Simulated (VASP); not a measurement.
Input of a VASP 6.6.1 run:

Contents of INCAR:

```
SYSTEM = HgTe
PREC = Accurate
ENCUT = 520
EDIFF = 1E-8
ISMEAR = 1
SIGMA = 0.2
LREAL = .FALSE.
LASPH = .TRUE.
NELM = 80
ALGO = Normal
ISIF = 2
LWAVE = .FALSE.
LCHARG = .FALSE.
GGA = PS
IBRION = 8
NSW = 1
```

The input KPOINTS:

```
regular mesh
0
G
  10 10 10
  0 0 0
```

POSCAR

```
HgTe
1.0
    0.0000000000      3.2546858436      3.2546858436
    3.2546858436      0.0000000000      3.2546858436
    3.2546858436      3.2546858436      0.0000000000
Hg Te
1 1
Direct
    0.0000000000      0.0000000000      0.0000000000
    0.2500000000      0.2500000000      0.2500000000
```

Potentials or basis: VASP PAW PBE potentials, release 64 (Hg, Te).

Run with:

```console
$ cat potpaw_PBE.64/Hg/POTCAR potpaw_PBE.64/Te/POTCAR > POTCAR
$ mpirun -np 1 vasp_std > vasp.out
```

**Question.** What does it give for the highest phonon frequency at Γ, LO-TO splitting left out?

**Answer.** 110 cm⁻¹.

Phonon frequencies in cm⁻¹ (negative: imaginary):
| q point | frequencies |
| --- | --- |
| (0.000, 0.000, 0.000) | 0 0 0 110 110 110 |
